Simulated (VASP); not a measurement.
Set up this calculation in VASP 6.6.1, as the native input.

- Task: single point
- Functional: PBE
- Potentials or basis: VASP PAW PBE potentials, release 64 (Ta_sv_GW, N)
- Cutoff: 600 eV
- k mesh: 18 × 18 × 14
- Occupations: gaussian, width 0.1 eV
- Spin: non-collinear spin, zero start, spin-orbit coupling
- Starting moments: [[0.0, 0.0, 0.0], [0.0, 0.0, 0.0]] μB
- Dipole correction: no
- Further INCAR settings: ALGO = Normal; EDIFF = 1e-06; NBANDS = 30

The structure of TaN lies in POSCAR:

```
TaN
1.0
    2.9501846799      0.0000000000      0.0000000000
   -1.4750923399      2.5549348786      0.0000000000
    0.0000000000      0.0000000000      2.8977716016
Ta N
1 1
Direct
    0.3333333333      0.6666666667      0.5000000000
    0.0000000000      0.0000000000      0.0000000000
```

The input as run:

INCAR

```
SYSTEM = TaN
ALGO     = Normal         ! electronic algorithm
EDIFF    = 1E-6           ! SCF threshold, eV
ENCUT    = 600            ! plane-wave cutoff, eV
GGA      = PE             ! functional
GGA_COMPAT= .FALSE.      
ISIF     = 2              ! what is computed and relaxed
ISMEAR   = 0              ! smearing method
LASPH    = .TRUE.         ! aspherical terms in the spheres
LCHARG   = .TRUE.         ! write CHGCAR
LMAXMIX  = 4              ! l up to which the mixer works
LNONCOLLINEAR= .TRUE.         ! non-collinear magnetism
LORBIT   = 11             ! projections on sites
LORBMOM  = .TRUE.       
LREAL    = .FALSE.        ! projectors in reciprocal space
LSORBIT  = .TRUE.         ! spin-orbit coupling
LVHAR    = .TRUE.       
LWAVE    = .FALSE.        ! write WAVECAR
MAGMOM   = 0 0 0 0 0 0    ! initial moments
NBANDS   = 30             ! bands
NELM     = 200            ! most SCF steps
PREC     = Accurate       ! precision mode
SIGMA    = 0.1            ! smearing width, eV
```

KPOINTS

```
k-points
0
G
  18 18 14
  0 0 0
```

Potentials or basis: VASP PAW PBE potentials, release 64 (Ta_sv_GW, N).

Run with:

```console
$ cat potpaw_PBE.64/Ta_sv_GW/POTCAR potpaw_PBE.64/N/POTCAR > POTCAR
$ mpirun -np 1 vasp_ncl > vasp.out
```

It gave:

The pressure is 0.0 GPa. The net moment is 0.00 μB per cell. The valence electrons inside the program's atomic spheres are Ta 11.63; N 3.71.

Run time: 4.5 min on 1 thread of Intel(R) Xeon(R) 6975P-C (Granite Rapids), with other jobs on the host, peak memory 0.67 GiB.
